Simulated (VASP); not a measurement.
# C (R-3m) in VASP: notebook, part 2 of 2

VASP 6.6.1.

### 3 Relaxation of cell and atoms, PBEsol

This run uses another cell than the first one, of 8.74 Å³/atom.

INCAR reads:

```
SYSTEM = C
PREC = Accurate
ENCUT = 600
EDIFF = 1E-7
ISMEAR = -1
SIGMA = 0.1
LREAL = .FALSE.
LASPH = .TRUE.
NELM = 120
ALGO = Normal
ISIF = 3
LWAVE = .FALSE.
LCHARG = .FALSE.
GGA = PS
IBRION = 2
NSW = 80
EDIFFG = -0.03
GGA_COMPAT = .FALSE.
NELMIN = 4
```

KPOINTS reads:

```
regular mesh
0
G
  8 8 8
  0 0 0
```

POSCAR reads:

```
C
1.0
    3.6350000000      0.0000000000      0.0000000000
    2.8052588632      2.3116547559      0.0000000000
    2.8052588632      1.0069144937      2.0808341868
C
2
Direct
    0.8360000000      0.8360000000      0.8360000000
    0.1640000000      0.1640000000      0.1640000000
```

Potentials or basis: VASP PAW PBE potentials, release 64 (C).

On the command line:

```sh
$ cat potpaw_PBE.64/C/POTCAR > POTCAR
$ mpirun -np 1 vasp_std > vasp.out
```

OUTCAR:

```text
SYSTEM = C
   PREC = Accurate
   ENCUT = 600
   EDIFF = 1E-7
   ISMEAR = -1
   LREAL = .FALSE.
   LASPH = .TRUE.
   NELM = 120
   ISIF = 3
   GGA = PS
   IBRION = 2
   NSW = 80
   EDIFFG = -0.03
   NELMIN = 4

 ion  position               nearest neighbor table
   1  0.836  0.836  0.836-   2 1.42   2 1.42   2 1.42
   2  0.164  0.164  0.164-   1 1.42   1 1.42   1 1.42

  LATTYP: Found a trigonal (rhomboedric) cell.
 ALAT       =     3.6350000000
 COS(alpha) =     0.7717355882

  Lattice vectors:

 A1 = (   3.6350000000,   0.0000000000,   0.0000000000)
 A2 = (   2.8052588632,   2.3116547559,   0.0000000000)
 A3 = (   2.8052588632,   1.0069144937,   2.0808341868)

Analysis of symmetry for initial positions (statically):
=====================================================================
 Subroutine PRICEL returns:
 Original cell was already a primitive cell.

 Routine SETGRP: Setting up the symmetry group for a
 trigonal (rhombohedral) supercell.

 Subroutine GETGRP returns: Found 12 space group operations
 (whereof 12 operations were pure point group operations)
 out of a pool of 12 trial point group operations.

The static configuration has the point symmetry D_3d.

Analysis of symmetry for dynamics (positions and initial velocities):
=====================================================================
 Subroutine PRICEL returns:
 Original cell was already a primitive cell.

 Routine SETGRP: Setting up the symmetry group for a
 trigonal (rhombohedral) supercell.

 Subroutine GETGRP returns: Found 12 space group operations
 (whereof 12 operations were pure point group operations)
 out of a pool of 12 trial point group operations.

The dynamic configuration has the point symmetry D_3d.

 Subroutine INISYM returns: Found 12 space group operations
 (whereof 12 operations are pure point group operations),
 and found     1 'primitive' translations

----------------------------------------------------------------------------------------

                                     Primitive cell

  volume of cell :      17.4850

  direct lattice vectors                    reciprocal lattice vectors
     3.635000000  0.000000000  0.000000000     0.275103164 -0.333845522 -0.209330324
     2.805258863  2.311654756  0.000000000     0.000000000  0.432590549 -0.209330324
     2.805258863  1.006914494  2.080834187     0.000000000  0.000000000  0.480576495

  length of vectors
     3.635000000  3.635000000  3.635000000     0.480576495  0.480576495  0.480576495

  position of ions in fractional coordinates (direct lattice)
     0.836000000  0.836000000  0.836000000
     0.164000000  0.164000000  0.164000000

  ion indices of the primitive-cell ions
   primitive index   ion index
                 1           1
                 2           2

----------------------------------------------------------------------------------------

 KPOINTS: regular mesh
[... 49 lines left out ...]
 [... further k-points ...]
   k-points           NKPTS =     65   k-points in BZ     NKDIM =     65   number of bands    NBANDS=      8
   number of dos      NEDOS =    301   number of ions     NIONS =      2
   total plane-waves  NPLWV =  27000
   dimension x,y,z NGX =    30 NGY =   30 NGZ =   30
   dimension x,y,z NGXF=    60 NGYF=   60 NGZF=   60
   ions per type =               2
   NGX,Y,Z   is equivalent  to a cutoff of  13.72, 13.72, 13.72 a.u.
   NGXF,Y,Z  is equivalent  to a cutoff of  27.44, 27.44, 27.44 a.u.
 SYSTEM =  C
   PREC   = accura    normal or accurate (medium, high low for compatibility)
   ISTART =      0    job   : 0-new  1-cont  2-samecut
   ICHARG =      2    charge: 1-file 2-atom 10-const
   ISPIN  =      1    spin polarized calculation?
   LNONCOLLINEAR =      F non collinear calculations
   LSORBIT =      F    spin-orbit coupling
   LASPH  =      T    aspherical Exc in radial PAW
   ENCUT  =  600.0 eV  44.10 Ry    6.64 a.u.   7.26  7.26  7.26*2*pi/ulx,y,z
   NELM   =    120;   NELMIN=  4; NELMDL= -5     # of ELM steps
   EDIFF  = 0.1E-06   stopping-criterion for ELM
   LREAL  =      F    real-space projection
   EDIFFG = -.3E-01   stopping-criterion for IOM
   NSW    =     80    number of steps for IOM
   IBRION =      2    ionic relax: 0-MD 1-quasi-New 2-CG
   NFREE  =      1    steps in history (QN), initial steepest desc. (CG)
   ISIF   =      3    stress and relaxation
   ISYM   =      2    0-nonsym 1-usesym 2-fastsym
   POTIM  = 0.5000    time-step for ionic-motion
   TEBEG  =    0.0;   TEEND  =   0.0 temperature during run
   PSTRESS=    0.0 pullay stress
   NELECT =       8.0000    total number of electrons
   NUPDOWN=      -1.0000    fix difference up-down
   EMIN   =  10.00;   EMAX   =-10.00  energy-range for DOS
   EFERMI =   0.00;   METHOD = LEGACY
   ISMEAR =    -1;   SIGMA  =   0.10  broadening in eV -4-tet -1-fermi 0-gaus
   EFERMI_NEDOS =   21; number of points for ismear=-14 and -15
   IALGO  =     38    algorithm
   IMIX   =      4    mixing-type and parameters
     AMIX     =   0.40;   BMIX     =  1.00
     AMIX_MAG =   1.60;   BMIX_MAG =  1.00
  volume/ion in A,a.u.               =       8.74        59.00
  Fermi-wavevector in a.u.,A,eV,Ry     =   1.261488  2.383867 21.651666  1.591353
  Thomas-Fermi vector in A             =   2.394945
   LORBIT       =      0    0 simple, 1 ext, 2 COOP (PROOUT), +10 PAW based schemes
   GGA     = PS    functional components
   LHFCALC =     F    Hartree Fock is set to
   AEXX    =    0.0000 exact exchange contribution
   IVDW    =     0    specifies the selected vdW correction
   LEPSILON=     F    determine dielectric tensor
   LRPA    =     F    only Hartree local field effects (RPA)
 conjugate gradient relaxation of ions
 non-spin polarized calculation
  energy-cutoff  :      600.00
  volume of cell :       17.48
 maximum number of plane-waves:       596
 NGX is ok and might be reduce to    30
   NGX = 15   NGY = 15   NGZ = 15

--------------------------------------- Ionic step        1  -------------------------------------------

 number of electron       8.0000000 magnetization

 Free energy of the ion-electron system (eV)
  ---------------------------------------------------
  ext. energy  EPLUGINS =         0.00000000
  ---------------------------------------------------
  free energy    TOTEN  =       -19.26648637 eV

  energy without entropy =      -19.26643287  energy(sigma->0) =      -19.26645962

------------------------ aborting loop because EDIFF is reached ----------------------------------------

  FORCE on cell =-STRESS in cart. coord.  units (eV):
  Direction    XX          YY          ZZ          XY          YZ          ZX
  --------------------------------------------------------------------------------------
  -------------------------------------------------------------------------------------
  Total        0.0769848      0.1892861      0.1993646     -0.0462706     -0.0104138     -0.0290129
  in kB        7.0542468     17.3446070     18.2681177     -4.2398512     -0.9542383     -2.6585033
  external PRESSURE =      14.2223238 kB  Pullay stress =       0.0000000 kB
[... 239 lines left out ...]
--------------------------------------- Ionic step        8  -------------------------------------------

 number of electron       8.0000001 magnetization

 Free energy of the ion-electron system (eV)
  ---------------------------------------------------
  ext. energy  EPLUGINS =         0.00000000
  ---------------------------------------------------
  free energy    TOTEN  =       -19.29196532 eV

  energy without entropy =      -19.29193153  energy(sigma->0) =      -19.29194843

 E-fermi :   4.4797     XC(G=0): -10.3921

 val. band max:        3.7164995573   @ k =  -0.1250   0.5000   0.1250
 cond. band min:       5.3191107284   @ k =  -0.1250   0.5000   0.1250
 fundamental gap:      1.6026111711
 Fermi energy:         4.4796981107

 k-point     1 :       0.0000    0.0000    0.0000
  band No.  band energies     occupation
      1     -15.2167      2.00000
      2      -2.3096      2.00000
      3       1.4623      2.00000
      4       1.4623      2.00000
      5       8.2725      0.00000
      6      12.8121      0.00000
      7      12.8121      0.00000
      8      15.9041      0.00000
[... 243 lines left out ...]
 k-point    24 :       0.3750    0.1250    0.1250
  band No.  band energies     occupation
      1     -13.6486      2.00000
      2      -2.9787      2.00000
      3      -1.3219      2.00000
      4      -0.5645      2.00000
      5      11.5843      0.00000
      6      12.0637      0.00000
      7      12.7136      0.00000
      8      17.9285      0.00000

 [... further k-points ...]

------------------------ aborting loop because EDIFF is reached ----------------------------------------

  FORCE on cell =-STRESS in cart. coord.  units (eV):
  Direction    XX          YY          ZZ          XY          YZ          ZX
  --------------------------------------------------------------------------------------
  -------------------------------------------------------------------------------------
  Total        0.0432378      0.0166538      0.0142680      0.0109532      0.0024652      0.0068679
  in kB        3.8475015      1.4819309      1.2696322      0.9746663      0.2193624      0.6111426
  external PRESSURE =       2.1996882 kB  Pullay stress =       0.0000000 kB
[... 17 lines left out ...]
  FREE ENERGIE OF THE ION-ELECTRON SYSTEM (eV)
  ---------------------------------------------------
  free  energy   TOTEN  =       -19.2919653241 eV

  energy  without entropy=      -19.2919315285  energy(sigma->0) =      -19.29194843

 reached required accuracy - stopping structural energy minimisation
```

CONTCAR:

```text
C
   1.00000000000000
     3.7180667569014214    0.0278731037017862    0.0174772025871973
     2.8870901558461952    2.3429698569847943    0.0174772025871766
     2.8870901558464359    1.0362868684514699    2.1014097005893668
  C
     2
Direct
     0.8333330025330816    0.8333330025330816    0.8333330025330813
     0.1666669974669184    0.1666669974669183    0.1666669974669186

  0.00000000E+00  0.00000000E+00  0.00000000E+00
  0.00000000E+00  0.00000000E+00  0.00000000E+00
```

Run time: 43 s. Hardware: 1 thread of Intel Xeon 6975P-C (Granite Rapids), shared host; peak memory 0.16 GiB.

Results:

```yaml
Free_energy: -19.2920 eV
Relaxed_volume: 9.00 Å³/atom
Relaxed_cell: a = 3.718 Å, b = 3.718 Å, c = 3.718 Å, α = 38.63°, β = 38.63°, γ = 38.63°
Space_group_after_relaxing_to_0.1_Å: R-3m (No. 166)
Energy_gained_by_relaxing: 12.7 meV/atom
Ionic_steps: 8
Pressure_after_relaxing: 0.2 GPa
Largest_force_after_relaxing: 0.010 eV/Å
```

Forces on the atoms (eV/Å):
```
C    0.009  0.003  0.002
C   -0.009 -0.003 -0.002
```

Step by step:
```
step  energy change (eV)  largest force (eV/Å)  pressure (GPa)  volume (Å³)
   1              0.0000                0.8729            1.42        17.48
   2             -0.0136                0.5239           -2.56        17.68
   3             -0.0231                0.0219           -0.92        17.60
   4             -0.0224                0.0525            2.84        17.49
   5             -0.0235                0.0066            0.51        17.56
   6             -0.0238                0.0068            0.48        17.61
   7             -0.0245                0.0076            0.38        17.74
   8             -0.0255                0.0095            0.22        18.01
```

Final structure:
```xyz
2
Lattice="3.7181 0.0279 0.0175 2.8871 2.3430 0.0175 2.8871 1.0363 2.1014" Properties=species:S:1:pos:R:3 pbc="T T T"
C     7.9102    2.8393    1.7803
C     1.5820    0.5679    0.3561
```

Caveat: this functional lacks dispersion, which binds the layers, so the pressure and a relaxed spacing across them are unreliable; the PAW data sets were made with another functional, which shifts forces and pressure a little. Zero-point motion and thermal expansion aren't in these numbers.
